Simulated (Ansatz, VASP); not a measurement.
# In: VASP beside Ansatz

```
CELL_PARAMETERS angstrom
3.22038 0.00000 0.00000
-1.61019 2.78893 0.00000
0.00000 0.00000 5.31902
ATOMIC_POSITIONS crystal
In 0.33333 0.66667 0.25000
In 0.66667 0.33333 0.75000
```

Alike in both runs: task single point; functional r2SCAN; k mesh 8 × 8 × 4; occupations fermi-dirac, width 0.1 eV; no spin polarisation.

|  | VASP | Ansatz |
| --- | --- | --- |
| version | VASP 6.6.1 | Ansatz 0.2.0 |
| potentials or method | VASP PAW PBE potentials, release 64 (In_d), cutoff 520 eV | plane waves, PAW |
| valence electrons in the cell | 26 | 26 |

|  | VASP | Ansatz | Ansatz less VASP |
| --- | --- | --- | --- |
| pressure (GPa) | 5.4 | 5.4 | +0.01 |
| traceless stress, the component that is largest in VASP (GPa) | 1.30 | 1.30 | +0.005 |

VASP's potentials were made for PBE, not for r2SCAN.
